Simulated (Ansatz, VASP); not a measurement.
## Ca8CO in VASP and in Ansatz

Contents of INCAR:

```
PREC = Accurate
ENCUT = 520
EDIFF = 1E-6
ISMEAR = 0
SIGMA = 0.1
LREAL = F
LASPH = T
NELM = 80
ALGO = Normal
ISIF = 2
LWAVE = F
LCHARG = F
LDIPOL = T
IDIPOL = 3
DIPOL = 0.5 0.5 0.296
GGA = PE
NBANDS = 56
```

KPOINTS

```
regular mesh
0
Gamma
  6 6 1
```

Contents of POSCAR:

```
Ca8CO
1.0
    7.8132359319      0.0000000000      0.0000000000
   -3.9066179659      6.7664608028      0.0000000000
    0.0000000000      0.0000000000     21.1477493937
Ca C O
8 1 1
Direct
    0.3333333333      0.1666666667      0.1891454228
    0.3333333333      0.6666666667      0.1891454228
    0.8333333333      0.1666666667      0.1891454228
    0.8333333333      0.6666666667      0.1891454228
    0.1666666667      0.3333333333      0.3308980669
    0.1666666667      0.8333333333      0.3308980669
    0.6666666667      0.3333333333      0.3308980669
    0.6666666667      0.8333333333      0.3308980669
    0.3333333333      0.1666666667      0.4141220529
    0.3333333333      0.1666666667      0.4685013620
```

Input for Ansatz:

```yaml
crystal:
  lattice:
    - [7.8132359319, 0.0, 0.0]
    - [-3.9066179659, 6.7664608028, 0.0]
    - [0.0, 0.0, 21.1477493937]
  atoms:
    - { symbol: Ca, position: [0.3333333333, 0.1666666667, 0.1891454228] }
    - { symbol: Ca, position: [0.3333333333, 0.6666666667, 0.1891454228] }
    - { symbol: Ca, position: [0.8333333333, 0.1666666667, 0.1891454228] }
    - { symbol: Ca, position: [0.8333333333, 0.6666666667, 0.1891454228] }
    - { symbol: Ca, position: [0.1666666667, 0.3333333333, 0.3308980669] }
    - { symbol: Ca, position: [0.1666666667, 0.8333333333, 0.3308980669] }
    - { symbol: Ca, position: [0.6666666667, 0.3333333333, 0.3308980669] }
    - { symbol: Ca, position: [0.6666666667, 0.8333333333, 0.3308980669] }
    - { symbol: C, position: [0.3333333333, 0.1666666667, 0.4141220529] }
    - { symbol: O, position: [0.3333333333, 0.1666666667, 0.468501362] }
basis:
  ecutwfc: 420
kpoints:
  mp_grid: { grid: [6, 6, 1] }
hamiltonian:
  xc: pbe
scf:
  occupations: { method: gaussian, width: 0.1 }
output:
  forces: true
  eigenvalues: true
efield:
  axis: 3
  dipole_correction: true
  ramp_width: 0.04
```

Alike in both runs: task single point; functional PBE; k mesh 6 × 6 × 1; occupations gaussian, width 0.1 eV; no spin polarisation.

```csv
,VASP,Ansatz
version,VASP 6.6.1,Ansatz 0.2.0
potentials or method,"VASP PAW PBE potentials, release 64 (Ca_sv, C, O), cutoff 520 eV","scalar-relativistic, plane waves, PAW"
valence electrons in the cell,90,90
```

Ansatz gave:

| Item | Value |
| --- | --- |
| gap on the k mesh at the Fermi level (eV) | none |
| rms of the force components (eV/Å) | 0.677 |

Which values does VASP return?

gap on the k mesh at the Fermi level (eV): none; rms of the force components (eV/Å): 0.899.

Atom by atom the forces differ by 0.224 eV/Å (rms over components). A gap of «none» marks a metal or a gap that the smearing closes. With one functional, cell and mesh, what is left measures potentials, basis and numerics.

Noted on VASP's run: the standard files for N, O and F lose accuracy on very short bonds.
